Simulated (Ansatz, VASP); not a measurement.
## Two plane-wave programs on Si

File POSCAR:

```
Si
1.0
    0.0000000000      2.6085409576      2.6085409576
    2.6085409576      0.0000000000      2.6085409576
    2.6085409576      2.6085409576      0.0000000000
Si
2
Direct
    0.7500000000      0.7500000000      0.7500000000
    0.5000000000      0.5000000000      0.5000000000
```

The input INCAR.step1:

```
SYSTEM = Si
PREC = Accurate
ENCUT = 520
ISMEAR = 0
SIGMA = 0.02
LREAL = .False.
LASPH = .True.
NELM = 100
NBANDS = 11
GGA = PE
ALGO = Normal
EDIFF = 1E-4
LWAVE = .True.
LCHARG = .False.
```

INCAR.step2

```
SYSTEM = Si
PREC = Accurate
ENCUT = 520
EDIFF = 1E-7
ISMEAR = 0
SIGMA = 0.02
LREAL = .False.
LASPH = .True.
NELM = 100
ALGO = Normal
ISIF = 2
LWAVE = .False.
LCHARG = .True.
METAGGA = R2SCAN
LMIXTAU = .True.
LELF = .True.
LVHAR = .True.
NBANDS = 11
ISTART = 1
```

Contents of KPOINTS:

```
Automatic mesh
0
Gamma
  10 10 10
  0 0 0
```

Input for Ansatz:

```yaml
crystal:
  lattice:
    - [0.0, 2.6085409576, 2.6085409576]
    - [2.6085409576, 0.0, 2.6085409576]
    - [2.6085409576, 2.6085409576, 0.0]
  atoms:
    - { symbol: Si, position: [0.75, 0.75, 0.75] }
    - { symbol: Si, position: [0.5, 0.5, 0.5] }
basis:
  ecutwfc: 500
kpoints:
  mp_grid: { grid: [10, 10, 10] }
hamiltonian:
  xc: r2scan
scf:
  occupations: { method: gaussian, width: 0.02 }
output:
  forces: true
  stress: true
  eigenvalues: true
```

Alike in both runs: task single point; functional r2SCAN; k mesh 10 × 10 × 10; occupations gaussian, width 0.02 eV; no spin polarisation.

```csv
,VASP,Ansatz
version,VASP 6.6.1,Ansatz 0.2.0
potentials or method,"VASP PAW PBE potentials, release 64 (Si), cutoff 520 eV","scalar-relativistic, plane waves, PAW"
valence electrons in the cell,8,8
```

Ansatz gave:

```
gap on the k mesh at the Fermi level (eV) : 0.54
least direct gap on the mesh (eV)         : 2.78
pressure (GPa)                            : 16.1
```

**Question.** Estimate VASP's values.

**Answer.** gap on the k mesh at the Fermi level (eV): 0.56; least direct gap on the mesh (eV): 2.80; pressure (GPa): 15.9.

VASP's potentials were made for PBE, not for r2SCAN. The functional is the same, so the differences come from potentials, cutoffs and numerics.
